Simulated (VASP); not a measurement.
# Pb (P6_3/mmc) in VASP: relaxation of cell and atoms with PBEsol

Aim: the relaxation of cell and atoms of Pb with PBEsol.

All numbers are computed with VASP 6.6.1; they aren't measurements. Logs are shortened: lines on timing, memory, paths and dates and some standing lists are left out, and cuts for length are marked.

**1. The cell of the first run**

The structure is hexagonal, space group P6_3/mmc (No. 194). The conventional cell has a = 3.524 Å, b = 3.524 Å, c = 11.495 Å, α = 90.00°, β = 90.00°, γ = 120.00°. Within 4.6 Å of Pb (site symmetry -3m) lie 12 Pb at 3.52 Å. Within 4.6 Å of Pb (site symmetry -6m2) lie 12 Pb at 3.52 Å.

This isn't the form of Pb at room conditions, which is fcc.

**2. Relaxation of cell and atoms, PBEsol**

Contents of INCAR:

```
ALGO = Fast
EDIFF = 1E-7
EDIFFG = -0.01
ENCUT = 600
GGA = PS
IBRION = 2
ISIF = 3
ISMEAR = 0
LASPH = T
LCHARG = F
LREAL = F
LWAVE = F
NELM = 60
NSW = 100
PREC = Accurate
SIGMA = 0.1
```

Contents of KPOINTS:

```
k-points
0
Gamma
  15 15 4
```

Contents of POSCAR:

```
Pb
1.0
    3.5243661423      0.0000000000      0.0000000000
   -1.7621830711      3.0521906115      0.0000000000
    0.0000000000      0.0000000000     11.4952418100
Pb
4
Direct
    0.0000000000      0.0000000000      0.0000000000
    0.3333333300      0.6666666700      0.2500000000
    0.0000000000      0.0000000000      0.5000000000
    0.6666666700      0.3333333300      0.7500000000
```

Potentials or basis: VASP PAW PBE potentials, release 64 (Pb_d).

Run with:

```
cat potpaw_PBE.64/Pb_d/POTCAR > POTCAR
mpirun -np 1 vasp_std > vasp.out
```

OUTCAR:

```text
EDIFF = 1E-7
   EDIFFG = -0.01
   ENCUT = 600
   GGA = PS
   IBRION = 2
   ISIF = 3
   ISMEAR = 0
   LASPH = T
   LREAL = F
   NELM = 60
   NSW = 100
   PREC = Accurate

 ion  position               nearest neighbor table
   1  0.000  0.000  0.000-   2 3.52   4 3.52   4 3.52   2 3.52   4 3.52   2 3.52
   2  0.333  0.667  0.250-   1 3.52   3 3.52   1 3.52   3 3.52   1 3.52   3 3.52
   3  0.000  0.000  0.500-   2 3.52   4 3.52   4 3.52   2 3.52   4 3.52   2 3.52
   4  0.667  0.333  0.750-   1 3.52   3 3.52   1 3.52   3 3.52   1 3.52   3 3.52

  LATTYP: Found a hexagonal cell.
 ALAT       =     3.5243661423
 C/A-ratio  =     3.2616480087

  Lattice vectors:

 A1 = (   3.5243661423,   0.0000000000,   0.0000000000)
 A2 = (  -1.7621830711,   3.0521906115,   0.0000000000)
 A3 = (   0.0000000000,   0.0000000000,  11.4952418100)

Analysis of symmetry for initial positions (statically):
=====================================================================
 Subroutine PRICEL returns:
 Original cell was already a primitive cell.

 Routine SETGRP: Setting up the symmetry group for a
 hexagonal supercell.

 Subroutine GETGRP returns: Found 24 space group operations
 (whereof 12 operations were pure point group operations)
 out of a pool of 24 trial point group operations.

The static configuration has the point symmetry D_3d.
 The point group associated with its full space group is D_6h.

Analysis of symmetry for dynamics (positions and initial velocities):
=====================================================================
 Subroutine PRICEL returns:
 Original cell was already a primitive cell.

 Routine SETGRP: Setting up the symmetry group for a
 hexagonal supercell.

 Subroutine GETGRP returns: Found 24 space group operations
 (whereof 12 operations were pure point group operations)
 out of a pool of 24 trial point group operations.

The dynamic configuration has the point symmetry D_3d.
 The point group associated with its full space group is D_6h.

 Subroutine INISYM returns: Found 24 space group operations
 (whereof 12 operations are pure point group operations),
 and found     1 'primitive' translations

----------------------------------------------------------------------------------------

                                     Primitive cell

  volume of cell :     123.6547

  direct lattice vectors                    reciprocal lattice vectors
     3.524366142  0.000000000  0.000000000     0.283738965  0.163816768  0.000000000
    -1.762183071  3.052190611  0.000000000     0.000000000  0.327633535  0.000000000
     0.000000000  0.000000000 11.495241810     0.000000000  0.000000000  0.086992515

  length of vectors
     3.524366142  3.524366142 11.495241810     0.327633535  0.327633535  0.086992515

  position of ions in fractional coordinates (direct lattice)
     0.000000000  0.000000000  0.000000000
     0.333333330  0.666666670  0.250000000
     0.000000000  0.000000000  0.500000000
     0.666666670  0.333333330  0.750000000

  ion indices of the primitive-cell ions
   primitive index   ion index
                 1           1
                 2           2
                 3           3
                 4           4

----------------------------------------------------------------------------------------

 KPOINTS: k-points

Automatic generation of k-mesh.
 Grid dimensions read from file:
 generate k-points for:   15   15    4

 Generating k-lattice:

  Cartesian coordinates                     Fractional coordinates (reciprocal lattice)
     0.018915931  0.010921118  0.000000000     0.066666667  0.000000000  0.000000000
     0.000000000  0.021842236  0.000000000     0.000000000  0.066666667  0.000000000
     0.000000000  0.000000000  0.021748129     0.000000000  0.000000000  0.250000000

  Length of vectors
     0.021842236  0.021842236  0.021748129

  Shift w.r.t. Gamma in fractional coordinates (k-lattice)
     0.000000000  0.000000000  0.000000000

 Subroutine IBZKPT returns following result:
 ===========================================

 Found     81 irreducible k-points:

 Following reciprocal coordinates:
            Coordinates               Weight
  0.000000  0.000000  0.000000      1.000000
  0.066667  0.000000  0.000000      6.000000
  0.133333 -0.000000  0.000000      6.000000
  0.200000 -0.000000  0.000000      6.000000
  0.266667 -0.000000  0.000000      6.000000
  0.333333 -0.000000  0.000000      6.000000
[... 16 lines left out ...]
  0.333333  0.200000  0.000000     12.000000
  0.400000  0.200000  0.000000      6.000000
 [... further k-points ...]
   k-points           NKPTS =     81   k-points in BZ     NKDIM =     81   number of bands    NBANDS=     33
   number of dos      NEDOS =    301   number of ions     NIONS =      4
   total plane-waves  NPLWV =  75264
   dimension x,y,z NGX =    28 NGY =   28 NGZ =   96
   dimension x,y,z NGXF=    56 NGYF=   56 NGZF=  192
   ions per type =               4
   NGX,Y,Z   is equivalent  to a cutoff of  13.21, 13.21, 13.88 a.u.
   NGXF,Y,Z  is equivalent  to a cutoff of  26.42, 26.42, 27.77 a.u.
 SYSTEM =  unknown system
   PREC   = accura    normal or accurate (medium, high low for compatibility)
   ISTART =      0    job   : 0-new  1-cont  2-samecut
   ICHARG =      2    charge: 1-file 2-atom 10-const
   ISPIN  =      1    spin polarized calculation?
   LNONCOLLINEAR =      F non collinear calculations
   LSORBIT =      F    spin-orbit coupling
   LASPH  =      T    aspherical Exc in radial PAW
   ENCUT  =  600.0 eV  44.10 Ry    6.64 a.u.   7.04  7.04 22.96*2*pi/ulx,y,z
   NELM   =     60;   NELMIN=  2; NELMDL= -5     # of ELM steps
   EDIFF  = 0.1E-06   stopping-criterion for ELM
   LREAL  =      F    real-space projection
   EDIFFG = -.1E-01   stopping-criterion for IOM
   NSW    =    100    number of steps for IOM
   IBRION =      2    ionic relax: 0-MD 1-quasi-New 2-CG
   NFREE  =      1    steps in history (QN), initial steepest desc. (CG)
   ISIF   =      3    stress and relaxation
   ISYM   =      2    0-nonsym 1-usesym 2-fastsym
   POTIM  = 0.5000    time-step for ionic-motion
   TEBEG  =    0.0;   TEEND  =   0.0 temperature during run
   PSTRESS=    0.0 pullay stress
   NELECT =      56.0000    total number of electrons
   NUPDOWN=      -1.0000    fix difference up-down
   EMIN   =  10.00;   EMAX   =-10.00  energy-range for DOS
   EFERMI =   0.00;   METHOD = LEGACY
   ISMEAR =     0;   SIGMA  =   0.10  broadening in eV -4-tet -1-fermi 0-gaus
   EFERMI_NEDOS =   21; number of points for ismear=-14 and -15
   IALGO  =     68    algorithm
   IMIX   =      4    mixing-type and parameters
     AMIX     =   0.40;   BMIX     =  1.00
     AMIX_MAG =   1.60;   BMIX_MAG =  1.00
  volume/ion in A,a.u.               =      30.91       208.62
  Fermi-wavevector in a.u.,A,eV,Ry     =   1.257189  2.375743 21.504338  1.580524
  Thomas-Fermi vector in A             =   2.390860
   LORBIT       =      0    0 simple, 1 ext, 2 COOP (PROOUT), +10 PAW based schemes
   GGA     = PS    functional components
   LHFCALC =     F    Hartree Fock is set to
   AEXX    =    0.0000 exact exchange contribution
   IVDW    =     0    specifies the selected vdW correction
   LEPSILON=     F    determine dielectric tensor
   LRPA    =     F    only Hartree local field effects (RPA)
 conjugate gradient relaxation of ions
 non-spin polarized calculation
 RMM-DIIS sequential band-by-band and
 Gauss-broadening in eV      SIGMA  =   0.10
  energy-cutoff  :      600.00
  volume of cell :      123.65
 maximum number of plane-waves:      4153
   NGX = 15   NGY = 15   NGZ = 45

--------------------------------------- Ionic step        1  -------------------------------------------

 number of electron      56.0000010 magnetization

 Free energy of the ion-electron system (eV)
  ---------------------------------------------------
  ext. energy  EPLUGINS =         0.00000000
  ---------------------------------------------------
  free energy    TOTEN  =       -15.97367653 eV

  energy without entropy =      -15.96473327  energy(sigma->0) =      -15.96920490

------------------------ aborting loop because EDIFF is reached ----------------------------------------

  FORCE on cell =-STRESS in cart. coord.  units (eV):
  Direction    XX          YY          ZZ          XY          YZ          ZX
  --------------------------------------------------------------------------------------
  -------------------------------------------------------------------------------------
  Total       -1.1234264     -1.1234264     -0.9329022     -0.0000000      0.0000000      0.0000000
  in kB      -14.5560802    -14.5560802    -12.0874840     -0.0000000      0.0000000      0.0000000
  external PRESSURE =     -13.7332148 kB  Pullay stress =       0.0000000 kB
[... 175 lines left out ...]
  energy  without entropy=      -15.9823719015  energy(sigma->0) =      -15.98650318

--------------------------------------- Ionic step        6  -------------------------------------------

 number of electron      56.0000005 magnetization

 Free energy of the ion-electron system (eV)
  ---------------------------------------------------
  ext. energy  EPLUGINS =         0.00000000
  ---------------------------------------------------
  free energy    TOTEN  =       -15.99066128 eV

  energy without entropy =      -15.98250436  energy(sigma->0) =      -15.98658282

 E-fermi :   7.2338     XC(G=0): -10.4016

 val. band max:        7.1978972629   @ k =   0.3333   0.2667   0.5000
 cond. band min:       7.2370703979   @ k =   0.2667  -0.0000   0.5000
 fundamental gap:      0.0391731351
 Fermi energy:         7.2338467961

 k-point     1 :       0.0000    0.0000    0.0000
  band No.  band energies     occupation
      1      -9.7983      2.00000
      2      -9.7831      2.00000
      3      -9.7633      2.00000
      4      -9.7633      2.00000
      5      -9.7622      2.00000
      6      -9.7611      2.00000
[... 853 lines left out ...]
     32       7.7253      0.00000
     33       9.1343      0.00000

 [... further k-points ...]
[... 5 lines left out ...]
  --------------------------------------------------------------------------------------
  -------------------------------------------------------------------------------------
  Total        0.0217363      0.0217363      0.0184412      0.0000000      0.0000000      0.0000000
  in kB        0.2906898      0.2906898      0.2466224      0.0000000      0.0000000      0.0000000
  external PRESSURE =       0.2760007 kB  Pullay stress =       0.0000000 kB
[... 19 lines left out ...]
  FREE ENERGIE OF THE ION-ELECTRON SYSTEM (eV)
  ---------------------------------------------------
  free  energy   TOTEN  =       -15.9906612814 eV

  energy  without entropy=      -15.9825043616  energy(sigma->0) =      -15.98658282

 reached required accuracy - stopping structural energy minimisation
```

It took 30 min on 1 thread of AMD EPYC 7R43 (Zen 3), shared host; peak memory 0.45 GiB.

Results:

- Free energy: -15.9907 eV
- Relaxed volume: 29.95 Å³/atom
- Relaxed cell: a = 3.481 Å, b = 3.481 Å, c = 11.413 Å, α = 90.00°, β = 90.00°, γ = 120.00°
- Space group after relaxing (to 0.1 Å): P6_3/mmc (No. 194)
- Energy gained by relaxing: 4.2 meV/atom
- Ionic steps: 6
- Pressure after relaxing: 0.0 GPa
- Band gap on the k mesh: zero (bands 28 and 29 overlap by 7.86 eV)

The path:
```
step  energy change (eV)  largest force (eV/Å)  pressure (GPa)  volume (Å³)
   1              0.0000                0.0000           -1.37       123.65
   2             -0.0158                0.0000            0.38       118.97
   3             -0.0168                0.0000            0.00       119.88
   4             -0.0168                0.0000            0.03       119.80
   5             -0.0170                0.0000            0.03       119.80
   6             -0.0170                0.0000            0.03       119.80
```

Final structure:
```
CELL_PARAMETERS angstrom
3.48146 0.00000 0.00000
-1.74073 3.01503 0.00000
0.00000 0.00000 11.41336
ATOMIC_POSITIONS crystal
Pb 0.00000 0.00000 0.00000
Pb 0.33333 0.66667 0.25000
Pb 0.00000 0.00000 0.50000
Pb 0.66667 0.33333 0.75000
```

Caveat: the PAW data sets were made with another functional, which shifts forces and pressure a little; spin-orbit coupling is left out, which moves the levels of the heavy elements.

The gap in the log of VASP goes by the Fermi energy; the results here count the filled bands.